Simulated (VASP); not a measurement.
# TaC (Fm-3m) in VASP: further runs

The runs below take TaC through single point, relaxation of cell and atoms, with PBEsol.

Everything below comes from runs of VASP 6.6.1. Logs are shortened: lines on timing, memory, paths and dates and some standing lists are left out, and cuts for length are marked.

### Step 1. The cell of the first run

The structure is cubic, space group Fm-3m (No. 225). Conventional cell: a = 4.440 Å, b = 4.440 Å, c = 4.440 Å, α = 90.00°, β = 90.00°, γ = 90.00°. Ta (site symmetry m-3m) has 6 C at 2.22 Å within 2.9 Å. Within 2.9 Å of C (site symmetry m-3m) lie 6 Ta at 2.22 Å.

### Step 2. Single point, PBEsol

File INCAR:

```
SYSTEM = TaC
ALGO     = Normal         ! electronic algorithm
EDIFF    = 1E-7           ! SCF threshold, eV
ENCUT    = 520            ! plane-wave cutoff, eV
GGA      = PS             ! functional
ISIF     = 2              ! what is computed and relaxed
ISMEAR   = 0              ! smearing method
LASPH    = .True.         ! aspherical terms in the spheres
LCHARG   = .True.         ! write CHGCAR
LELF     = .True.         ! ELF
LREAL    = .False.        ! projectors in reciprocal space
LVHAR    = .True.       
LWAVE    = .False.        ! write WAVECAR
NBANDS   = 14             ! bands
NELM     = 80             ! most SCF steps
PREC     = Accurate       ! precision mode
SIGMA    = 0.1            ! smearing width, eV
```

File KPOINTS:

```
k-points
0
Gamma
  16 16 16
  0 0 0
```

File POSCAR:

```
TaC
1.0
    0.0000000000      2.2198225809      2.2198225809
    2.2198225809      0.0000000000      2.2198225809
    2.2198225809      2.2198225809      0.0000000000
Ta C
1 1
Direct
    0.0000000000      0.0000000000      0.0000000000
    0.5000000000      0.5000000000      0.5000000000
```

Potentials or basis: VASP PAW PBE potentials, release 64 (Ta_pv, C).

Run with:

```
cat potpaw_PBE.64/Ta_pv/POTCAR potpaw_PBE.64/C/POTCAR > POTCAR
mpirun -np 1 vasp_std > vasp.out
```

OUTCAR:

```text
SYSTEM = TaC
   EDIFF = 1E-7
   ENCUT = 520
   GGA = PS
   ISIF = 2
   ISMEAR = 0
   LASPH = .True.
   LREAL = .False.
   NELM = 80
   PREC = Accurate

 ion  position               nearest neighbor table
   1  0.000  0.000  0.000-   2 2.22   2 2.22   2 2.22   2 2.22   2 2.22   2 2.22
   2  0.500  0.500  0.500-   1 2.22   1 2.22   1 2.22   1 2.22   1 2.22   1 2.22

  LATTYP: Found a face centered cubic cell.
 ALAT       =     4.4396451618

  Lattice vectors:

 A1 = (   0.0000000000,   2.2198225809,   2.2198225809)
 A2 = (   2.2198225809,   0.0000000000,   2.2198225809)
 A3 = (   2.2198225809,   2.2198225809,   0.0000000000)

Analysis of symmetry for initial positions (statically):
=====================================================================
 Subroutine PRICEL returns:
 Original cell was already a primitive cell.

 Routine SETGRP: Setting up the symmetry group for a
 face centered cubic supercell.

 Subroutine GETGRP returns: Found 48 space group operations
 (whereof 48 operations were pure point group operations)
 out of a pool of 48 trial point group operations.

The static configuration has the point symmetry O_h .

Analysis of symmetry for dynamics (positions and initial velocities):
=====================================================================
 Subroutine PRICEL returns:
 Original cell was already a primitive cell.

 Routine SETGRP: Setting up the symmetry group for a
 face centered cubic supercell.

 Subroutine GETGRP returns: Found 48 space group operations
 (whereof 48 operations were pure point group operations)
 out of a pool of 48 trial point group operations.

The dynamic configuration has the point symmetry O_h .

 Subroutine INISYM returns: Found 48 space group operations
 (whereof 48 operations are pure point group operations),
 and found     1 'primitive' translations

----------------------------------------------------------------------------------------

                                     Primitive cell

  volume of cell :      21.8769

  direct lattice vectors                    reciprocal lattice vectors
     0.000000000  2.219822581  2.219822581    -0.225243226  0.225243226  0.225243226
     2.219822581  0.000000000  2.219822581     0.225243226 -0.225243226  0.225243226
     2.219822581  2.219822581  0.000000000     0.225243226  0.225243226 -0.225243226

  length of vectors
     3.139303200  3.139303200  3.139303200     0.390132712  0.390132712  0.390132712

  position of ions in fractional coordinates (direct lattice)
     0.000000000  0.000000000  0.000000000
     0.500000000  0.500000000  0.500000000

  ion indices of the primitive-cell ions
   primitive index   ion index
                 1           1
                 2           2

----------------------------------------------------------------------------------------

 KPOINTS: k-points

Automatic generation of k-mesh.
 Grid dimensions read from file:
 generate k-points for:   16   16   16

 Generating k-lattice:

  Cartesian coordinates                     Fractional coordinates (reciprocal lattice)
    -0.014077702  0.014077702  0.014077702     0.062500000  0.000000000  0.000000000
     0.014077702 -0.014077702  0.014077702     0.000000000  0.062500000  0.000000000
     0.014077702  0.014077702 -0.014077702     0.000000000  0.000000000  0.062500000

  Length of vectors
     0.024383295  0.024383295  0.024383295

  Shift w.r.t. Gamma in fractional coordinates (k-lattice)
     0.000000000  0.000000000  0.000000000

 Subroutine IBZKPT returns following result:
 ===========================================

 Found    145 irreducible k-points:

 Following reciprocal coordinates:
            Coordinates               Weight
  0.000000  0.000000  0.000000      1.000000
  0.062500  0.000000  0.000000      8.000000
  0.125000  0.000000  0.000000      8.000000
  0.187500  0.000000  0.000000      8.000000
  0.250000  0.000000  0.000000      8.000000
  0.312500  0.000000  0.000000      8.000000
[... 16 lines left out ...]
 -0.125000  0.062500  0.000000     24.000000
 -0.062500  0.062500  0.000000     12.000000
 [... further k-points ...]
   k-points           NKPTS =    145   k-points in BZ     NKDIM =    145   number of bands    NBANDS=     14
   number of dos      NEDOS =    301   number of ions     NIONS =      2
   total plane-waves  NPLWV =  13824
   dimension x,y,z NGX =    24 NGY =   24 NGZ =   24
   dimension x,y,z NGXF=    48 NGYF=   48 NGZF=   48
   ions per type =               1   1
   NGX,Y,Z   is equivalent  to a cutoff of  12.71, 12.71, 12.71 a.u.
   NGXF,Y,Z  is equivalent  to a cutoff of  25.42, 25.42, 25.42 a.u.
 SYSTEM =  TaC
   PREC   = accura    normal or accurate (medium, high low for compatibility)
   ISTART =      0    job   : 0-new  1-cont  2-samecut
   ICHARG =      2    charge: 1-file 2-atom 10-const
   ISPIN  =      1    spin polarized calculation?
   LNONCOLLINEAR =      F non collinear calculations
   LSORBIT =      F    spin-orbit coupling
   LASPH  =      T    aspherical Exc in radial PAW
   ENCUT  =  520.0 eV  38.22 Ry    6.18 a.u.   5.84  5.84  5.84*2*pi/ulx,y,z
   NELM   =     80;   NELMIN=  2; NELMDL= -5     # of ELM steps
   EDIFF  = 0.1E-06   stopping-criterion for ELM
   LREAL  =      F    real-space projection
   EDIFFG = 0.1E-05   stopping-criterion for IOM
   NSW    =      0    number of steps for IOM
   IBRION =     -1    ionic relax: 0-MD 1-quasi-New 2-CG
   NFREE  =      0    steps in history (QN), initial steepest desc. (CG)
   ISIF   =      2    stress and relaxation
   ISYM   =      2    0-nonsym 1-usesym 2-fastsym
   POTIM  = 0.5000    time-step for ionic-motion
   TEBEG  =    0.0;   TEEND  =   0.0 temperature during run
   PSTRESS=    0.0 pullay stress
   NELECT =      15.0000    total number of electrons
   NUPDOWN=      -1.0000    fix difference up-down
   EMIN   =  10.00;   EMAX   =-10.00  energy-range for DOS
   EFERMI =   0.00;   METHOD = LEGACY
   ISMEAR =     0;   SIGMA  =   0.10  broadening in eV -4-tet -1-fermi 0-gaus
   EFERMI_NEDOS =   21; number of points for ismear=-14 and -15
   IALGO  =     38    algorithm
   IMIX   =      4    mixing-type and parameters
     AMIX     =   0.40;   BMIX     =  1.00
     AMIX_MAG =   1.60;   BMIX_MAG =  1.00
  volume/ion in A,a.u.               =      10.94        73.82
  Fermi-wavevector in a.u.,A,eV,Ry     =   1.443589  2.727988 28.353862  2.083950
  Thomas-Fermi vector in A             =   2.561980
   LORBIT       =      0    0 simple, 1 ext, 2 COOP (PROOUT), +10 PAW based schemes
   GGA     = PS    functional components
   LHFCALC =     F    Hartree Fock is set to
   AEXX    =    0.0000 exact exchange contribution
   IVDW    =     0    specifies the selected vdW correction
   LEPSILON=     F    determine dielectric tensor
   LRPA    =     F    only Hartree local field effects (RPA)
 non-spin polarized calculation
 Gauss-broadening in eV      SIGMA  =   0.10
  energy-cutoff  :      520.00
  volume of cell :       21.88
 maximum number of plane-waves:       609
   NGX = 11   NGY = 11   NGZ = 11

 number of electron      15.0000002 magnetization

 Free energy of the ion-electron system (eV)
  ---------------------------------------------------
  ext. energy  EPLUGINS =         0.00000000
  ---------------------------------------------------
  free energy    TOTEN  =       -23.52723981 eV

  energy without entropy =      -23.52561367  energy(sigma->0) =      -23.52642674

 E-fermi :   8.3163     XC(G=0): -13.3809

 val. band max:        8.2900341434   @ k =   0.4375   0.1875   0.0625
 cond. band min:       8.3388888043   @ k =   0.1250   0.0625   0.0000
 fundamental gap:      0.0488546609
 Fermi energy:         8.3163060051

 k-point     1 :       0.0000    0.0000    0.0000
  band No.  band energies     occupation
      1     -26.6199      2.00000
      2     -26.6199      2.00000
      3     -26.6199      2.00000
      4      -6.5130      2.00000
      5       6.9675      2.00000
      6       6.9675      2.00000
      7       6.9675      2.00000
      8       7.9049      2.00000
      9       7.9049      2.00000
     10       7.9049      2.00000
     11       8.9958      0.00000
     12       8.9958      0.00000
     13      15.0805      0.00000
     14      18.3673      0.00000

 k-point     2 :       0.0625    0.0000    0.0000
  band No.  band energies     occupation
      1     -26.6504      2.00000
      2     -26.6229      2.00000
      3     -26.6229      2.00000
      4      -6.3996      2.00000
      5       6.3805      2.00000
      6       6.7317      2.00000
      7       6.7317      2.00000
      8       7.4959      2.00000
      9       7.4959      2.00000
     10       8.2555      1.61027
     11       9.8642      0.00000
     12       9.8642      0.00000
     13      15.2965      0.00000
     14      18.6540      0.00000

 k-point     3 :       0.1250    0.0000    0.0000
  band No.  band energies     occupation
      1     -26.7362      2.00000
      2     -26.6315      2.00000
      3     -26.6315      2.00000
      4      -6.0688      2.00000
      5       5.3494      2.00000
      6       5.8648      2.00000
      7       5.8648      2.00000
      8       7.6505      2.00000
      9       7.6505      2.00000
     10       8.6704      0.00000
     11      11.2359      0.00000
     12      11.2359      0.00000
     13      15.8593      0.00000
     14      19.4484      0.00000

 k-point     4 :       0.1875    0.0000    0.0000
  band No.  band energies     occupation
      1     -26.8622      2.00000
      2     -26.6444      2.00000
      3     -26.6444      2.00000
      4      -5.5463      2.00000
      5       4.2180      2.00000
      6       4.9730      2.00000
      7       4.9730      2.00000
      8       8.1209      1.99429
      9       8.1209      1.99429
     10       9.0148      0.00000
     11      12.7171      0.00000
     12      12.7171      0.00000
     13      16.5544      0.00000
     14      20.5178      0.00000

 k-point     5 :       0.2500    0.0000    0.0000
  band No.  band energies     occupation
      1     -27.0071      2.00000
      2     -26.6595      2.00000
      3     -26.6595      2.00000
      4      -4.8698      2.00000
      5       3.0813      2.00000
      6       4.2099      2.00000
      7       4.2099      2.00000
      8       8.7657      0.00000
      9       8.7657      0.00000
     10       9.3966      0.00000
     11      14.2275      0.00000
[... 276 lines left out ...]
 k-point    22 :      -0.1875    0.0625    0.0000
  band No.  band energies     occupation
      1     -26.9146      2.00000
      2     -26.6793      2.00000
      3     -26.6394      2.00000
      4      -5.2565      2.00000
      5       3.7060      2.00000
      6       4.4723      2.00000
      7       4.7716      2.00000
      8       7.9675      2.00000
      9       8.7963      0.00000
     10       9.4644      0.00000
     11      12.3587      0.00000
     12      14.0730      0.00000
     13      16.9342      0.00000
     14      21.0276      0.00000

 k-point    23 :      -0.1250    0.0625    0.0000
  band No.  band energies     occupation
      1     -26.7860      2.00000
      2     -26.6600      2.00000
      3     -26.6281      2.00000
      4      -5.8239      2.00000
      5       4.8250      2.00000
      6       5.2819      2.00000
      7       5.4416      2.00000
      8       7.4538      2.00000
      9       8.4049      0.21049
     10       9.0779      0.00000
     11      11.0062      0.00000
     12      12.5758      0.00000
     13      16.2783      0.00000
     14      20.0058      0.00000

 k-point    24 :      -0.0625    0.0625    0.0000
  band No.  band energies     occupation
      1     -26.6924      2.00000
      2     -26.6403      2.00000
      3     -26.6222      2.00000
      4      -6.2150      2.00000
      5       5.8775      2.00000
      6       6.0491      2.00000
      7       6.2071      2.00000
      8       7.1388      2.00000
      9       8.0715      1.99947
     10       8.6916      0.00000
     11      10.0008      0.00000
     12      11.1436      0.00000
     13      15.6432      0.00000
     14      19.1097      0.00000

 [... further k-points ...]

------------------------ aborting loop because EDIFF is reached ----------------------------------------

  FORCE on cell =-STRESS in cart. coord.  units (eV):
  Direction    XX          YY          ZZ          XY          YZ          ZX
  --------------------------------------------------------------------------------------
  -------------------------------------------------------------------------------------
  Total        0.1174250      0.1174250      0.1174250      0.0000000      0.0000000     -0.0000000
  in kB        8.5997603      8.5997603      8.5997603      0.0000000      0.0000000     -0.0000000
  external PRESSURE =       8.5997603 kB  Pullay stress =       0.0000000 kB

 VOLUME and BASIS-vectors are now :
 -----------------------------------------------------------------------------
  energy-cutoff  :      520.00
  volume of cell :       21.88
      direct lattice vectors                 reciprocal lattice vectors
     0.000000000  2.219822581  2.219822581    -0.225243226  0.225243226  0.225243226
     2.219822581  0.000000000  2.219822581     0.225243226 -0.225243226  0.225243226
     2.219822581  2.219822581  0.000000000     0.225243226  0.225243226 -0.225243226

 POSITION                                       TOTAL-FORCE (eV/Angst)
 -----------------------------------------------------------------------------------
      0.00000      0.00000      0.00000        -0.000000     -0.000000      0.000000
      2.21982      2.21982      2.21982         0.000000      0.000000     -0.000000
 -----------------------------------------------------------------------------------
    total drift:                                0.000000     -0.000000     -0.000000

  FREE ENERGIE OF THE ION-ELECTRON SYSTEM (eV)
  ---------------------------------------------------
  free  energy   TOTEN  =       -23.5272398076 eV

  energy  without entropy=      -23.5256136695  energy(sigma->0) =      -23.52642674
```

Run time: 79 s. Hardware: 1 thread of AMD EPYC 7R13, shared host; peak memory 0.14 GiB.

What came out:

```yaml
Free_energy: -23.5272 eV
Pressure: 0.9 GPa
```

Levels at points of the mesh, in eV from the Fermi level:
| k point | band 4 | band 5 | band 6 | band 7 | band 8 | band 9 | band 10 | band 11 | band 12 | band 13 |
| --- | --- | --- | --- | --- | --- | --- | --- | --- | --- | --- |
| (0.00, 0.00, 0.00) | -14.83 | -1.35 | -1.35 | -1.35 | -0.41 | -0.41 | -0.41 | 0.68 | 0.68 | 6.76 |
| (0.50, 0.00, 0.00) | -10.25 | -8.80 | -5.51 | -5.51 | 2.79 | 2.79 | 3.79 | 5.45 | 10.16 | 10.16 |
| (0.50, 0.50, 0.00) | -12.69 | -4.62 | -4.58 | -1.70 | -1.70 | 2.68 | 4.19 | 4.19 | 6.99 | 8.35 |

Caveat: the PAW data sets were made with another functional, which shifts forces and pressure a little; spin-orbit coupling is left out, which moves the levels of the heavy elements.

### Step 3. Relaxation of cell and atoms, PBEsol

This run uses another cell than the first one, of 11.04 Å³/atom, 1.010 times its volume.

File INCAR:

```
  PREC = Accurate
  ENCUT = 600
  EDIFF = 1E-7
  ISMEAR = 0
  SIGMA = 0.1
  LREAL = False
  LASPH = True
  NELM = 60
  ALGO = Normal
  ISIF = 3
  LWAVE = False
  LCHARG = False
  GGA = PS
  IBRION = 2
  NSW = 100
  EDIFFG = -0.005
```

File KPOINTS:

```
Automatic mesh
0
Gamma
  16 16 16
```

File POSCAR:

```
TaC
1.0
    0.0000000000      2.2269985830      2.2269985830
    2.2269985830      0.0000000000      2.2269985830
    2.2269985830      2.2269985830      0.0000000000
Ta C
1 1
Direct
    0.0000000000      0.0000000000      0.0000000000
    0.5000000000      0.5000000000      0.5000000000
```

Potentials or basis: VASP PAW PBE potentials, release 64 (Ta_pv, C).

Run with:

```
cat potpaw_PBE.64/Ta_pv/POTCAR potpaw_PBE.64/C/POTCAR > POTCAR
mpirun -np 1 vasp_std > vasp.out
```

It took 3.2 min on 1 thread of AMD EPYC 7R13, shared host; peak memory 0.18 GiB.

The run converged. Its results:

```yaml
Free_energy: -23.5287 eV
Relaxed_volume: 10.96 Å³/atom
Relaxed_cell: a = 3.142 Å, b = 3.142 Å, c = 3.142 Å, α = 60.00°, β = 60.00°, γ = 60.00°
Space_group_after_relaxing_to_0.05_Å: Fm-3m (No. 225)
Energy_gained_by_relaxing: 0.7 meV/atom
Ionic_steps: 3
Pressure_after_relaxing: 0.0 GPa
```

The path:
```csv
step,energy change (eV),largest force (eV/Å),pressure (GPa),volume (Å³)
1,0.0000,0.0000,-2.53,22.09
2,0.0064,0.0000,6.42,21.54
3,-0.0013,0.0000,-0.01,21.93
```

Final structure:
```
Ta C
1.0
     0.00000    2.22148    2.22148
     2.22148    0.00000    2.22148
     2.22148    2.22148    0.00000
Ta C
1 1
Direct
  0.00000 0.00000 0.00000
  0.50000 0.50000 0.50000
```

Levels at points of the mesh, in eV from the Fermi level:
| k point | band 4 | band 5 | band 6 | band 7 | band 8 | band 9 | band 10 | band 11 |
| --- | --- | --- | --- | --- | --- | --- | --- | --- |
| (0.00, 0.00, 0.00) | -14.81 | -1.34 | -1.34 | -1.34 | -0.41 | -0.41 | -0.41 | 0.68 |
| (0.50, 0.00, 0.00) | -10.25 | -8.78 | -5.49 | -5.49 | 2.78 | 2.78 | 3.78 | 5.45 |
| (0.50, 0.50, 0.00) | -12.68 | -4.60 | -4.58 | -1.70 | -1.70 | 2.67 | 4.18 | 4.18 |

Caveat: the PAW data sets were made with another functional, which shifts forces and pressure a little; spin-orbit coupling is left out, which moves the levels of the heavy elements.
